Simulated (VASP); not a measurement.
Input of a VASP 6.6.1 run:

The input INCAR:

```
SYSTEM = ZnRe
ALGO = Normal
EDIFF = 1E-6
ENCUT = 520
GGA = PE
ISIF = 2
ISMEAR = -1
LASPH = .TRUE.
LCHARG = .FALSE.
LREAL = .FALSE.
LWAVE = .FALSE.
NBANDS = 16
NELM = 80
PREC = Accurate
SIGMA = 0.15
```

The input KPOINTS:

```
k-points
0
G
  6 6 3
  0 0 0
```

File POSCAR:

```
ZnRe
1.0
    2.7482000000      0.0000000000      0.0000000000
   -1.3741000000      2.3800000000      0.0000000000
    0.0000000000      0.0000000000      4.4941000000
Zn Re
1 1
Direct
    0.0000000000      0.0000000000      0.0000000000
    0.3333333333      0.6666666667      0.5000000000
```

Potentials or basis: VASP PAW PBE potentials, release 64 (Zn, Re).

Command:

```bash
$ cat potpaw_PBE.64/Zn/POTCAR potpaw_PBE.64/Re/POTCAR > POTCAR
$ mpirun -np 1 vasp_std > vasp.out
```

Task: Estimate the pressure.

Result: -1.4 GPa.

Stress tensor (GPa, compression positive):
```
 0.65  0.00  0.00
 0.00  0.65  0.00
 0.00  0.00 -5.60
```

Caveat: the k points lie up to 0.47 Å⁻¹ apart.
